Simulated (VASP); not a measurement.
Write the native input for VASP 6.6.1 that does the following.

```yaml
Task: single point
Functional: r2SCAN
Potentials_or_basis: VASP PAW PBE potentials, release 64 (W_sv, Te)
Cutoff: 550 eV
k_mesh: 10 × 10 × 10
Occupations: fermi-dirac, width 0.1 eV
Spin: no spin polarisation
Dipole_correction: no
Further_INCAR_settings: ALGO = Normal; EDIFF = 1e-06; NBANDS = 17
```

The system is TeW.

```
CELL_PARAMETERS angstrom
0.00000 2.79692 2.79692
2.79692 0.00000 2.79692
2.79692 2.79692 0.00000
ATOMIC_POSITIONS crystal
W 0.50000 0.50000 0.50000
Te 0.00000 0.00000 0.00000
```

The input as run:

POSCAR

```
TeW
1.0
    0.0000000000      2.7969209300      2.7969209300
    2.7969209300      0.0000000000      2.7969209300
    2.7969209300      2.7969209300      0.0000000000
W Te
1 1
Direct
    0.5000000000      0.5000000000      0.5000000000
    0.0000000000      0.0000000000      0.0000000000
```

INCAR.step1

```
SYSTEM = TeW
PREC = Accurate
ENCUT = 550
ISMEAR = -1
SIGMA = 0.1
LREAL = .FALSE.
LASPH = .TRUE.
NELM = 120
NBANDS = 17
GGA = PE
ALGO = Normal
EDIFF = 1E-5
LWAVE = .TRUE.
LCHARG = .FALSE.
GGA_COMPAT = .FALSE.
```

INCAR.step2

```
SYSTEM = TeW
PREC = Accurate
ENCUT = 550
EDIFF = 1E-6
ISMEAR = -1
SIGMA = 0.1
LREAL = .FALSE.
LASPH = .TRUE.
NELM = 120
ALGO = Normal
ISIF = 2
LWAVE = .FALSE.
LCHARG = .FALSE.
METAGGA = R2SCAN
LMIXTAU = .TRUE.
NBANDS = 17
ISTART = 1
GGA_COMPAT = .FALSE.
```

KPOINTS

```
Automatic mesh
0
G
  10 10 10
  0 0 0
```

Potentials or basis: VASP PAW PBE potentials, release 64 (W_sv, Te).

Command:

```bash
$ cat potpaw_PBE.64/W_sv/POTCAR potpaw_PBE.64/Te/POTCAR > POTCAR
$ cp INCAR.step1 INCAR
$ mpirun -np 1 vasp_std > vasp.out
$ cp INCAR.step2 INCAR
$ mpirun -np 1 vasp_std > vasp.out
```

Results of the run:

| Quantity | Value |
| --- | --- |
| Pressure | -1.6 GPa |
| Band gap on the k mesh | zero (band 10 reaches 10.31 eV, above the bottom of band 11 at 8.38 eV) |

Caveat: the PAW data sets were made with another functional, which shifts forces and pressure a little; spin-orbit coupling is left out, which moves the levels of the heavy elements.

Run time: 67 s on 1 thread of Intel(R) Xeon(R) 6975P-C (Granite Rapids), on a shared host, peak memory 0.19 GiB.
